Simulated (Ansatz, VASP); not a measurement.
## Ca2Al2O: VASP beside Ansatz

```xyz
5
Lattice="3.7692 0.0000 0.0000 -1.8846 3.2642 0.0000 0.0000 0.0000 6.6554" Properties=species:S:1:pos:R:3 pbc="T T T"
Ca    0.0000    2.1761    1.4027
Ca    1.8846    1.0881    5.2527
Al    0.0000    2.1761    5.8243
Al    1.8846    1.0881    0.8311
O     0.0000    0.0000    3.3277
```

Change from the starting cell: species swapped into the Ce2SeO2 type (P-3m1, No. 164).

Alike in both runs: task relaxation of cell and atoms; functional PBE; k mesh 6 × 6 × 4; occupations gaussian, width 0.1 eV; no spin polarisation.

|  | VASP | Ansatz |
| --- | --- | --- |
| version | VASP 6.6.1 | Ansatz 0.2.0 |
| potentials or method | VASP PAW PBE potentials, release 64 (Ca_sv, Al, O), cutoff 600 eV | scalar-relativistic, plane waves, PAW |
| valence electrons in the cell | 32 | 32 |

Ansatz gave:

```
gap on the k mesh at the Fermi level, each at its own relaxed structure (eV) : none
relaxed volume (Å³/atom)                                                     : 20.06
relaxed length of the cell vector where the two differ most in proportion (Å)              : 9.654
```

Problem. Estimate VASP's values.

Solution. gap on the k mesh at the Fermi level, each at its own relaxed structure (eV): none; relaxed volume (Å³/atom): 19.84; relaxed length of the cell vector where the two differ most in proportion (Å): 9.454.

A gap of «none» marks a metal or a gap that the smearing closes.

Noted on VASP's run: the volume moved by over 15 % at a fixed basis, so the end points are rough.
